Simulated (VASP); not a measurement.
MoS2:

```
CELL_PARAMETERS angstrom
3.16100 0.00000 0.00000
-1.58050 2.73751 0.00000
0.00000 0.00000 12.29500
ATOMIC_POSITIONS crystal
Mo 0.33333 0.66667 0.25000
Mo 0.66667 0.33333 0.75000
S 0.33333 0.66667 0.62750
S 0.66667 0.33333 0.12750
S 0.33333 0.66667 0.87250
S 0.66667 0.33333 0.37250
```

* Program: VASP 6.6.1
* Task: relaxation of cell and atoms
* Functional: PBE
* Dispersion: D3(BJ)
* Potentials or basis: VASP PAW PBE potentials, release 64 (Mo_sv, S)
* Cutoff: 600 eV
* k mesh: 12 × 12 × 3
* Occupations: gaussian, width 0.01 eV
* Spin: no spin polarisation

At the start: pressure 4.8 GPa; volume 17.73 Å³/atom.

**Question.** How do energy, volume and symmetry change on relaxing?

**Answer.** Over 14 steps the energy falls by 24.0 meV/atom and the volume is 17.30 Å³/atom (-2.4 %); space group P6_3/mmc (No. 194, to 0.05 Å).

Step by step:
```csv
step,energy change (eV),largest force (eV/Å),pressure (GPa),volume (Å³)
1,0.0000,1.1995,4.77,106.39
2,0.2482,1.4628,-10.84,114.68
3,-0.1055,0.1341,-1.59,109.20
4,-0.1057,0.1713,-1.36,109.09
5,-0.1216,0.0981,-0.16,107.40
6,-0.1216,0.0942,-0.10,107.31
7,-0.1253,0.0915,-0.08,106.95
8,-0.1347,0.0830,0.02,105.87
9,-0.1433,0.0648,0.40,103.69
10,-0.1260,0.3794,-2.64,104.70
11,-0.1437,0.0034,-0.03,103.83
12,-0.1437,0.0051,-0.04,103.82
13,-0.1437,0.0049,0.03,103.73
14,-0.1437,0.0013,0.00,103.79
```

Final structure:
```xyz
6
Lattice="3.1487 0.0000 0.0000 -1.5743 2.7268 0.0000 0.0000 0.0000 12.0883" Properties=species:S:1:pos:R:3 pbc="T T T"
Mo    0.0000    1.8179    3.0221
Mo    1.5743    0.9089    9.0662
S     0.0000    1.8179    7.5010
S     1.5743    0.9089    1.4569
S     0.0000    1.8179   10.6314
S     1.5743    0.9089    4.5873
```
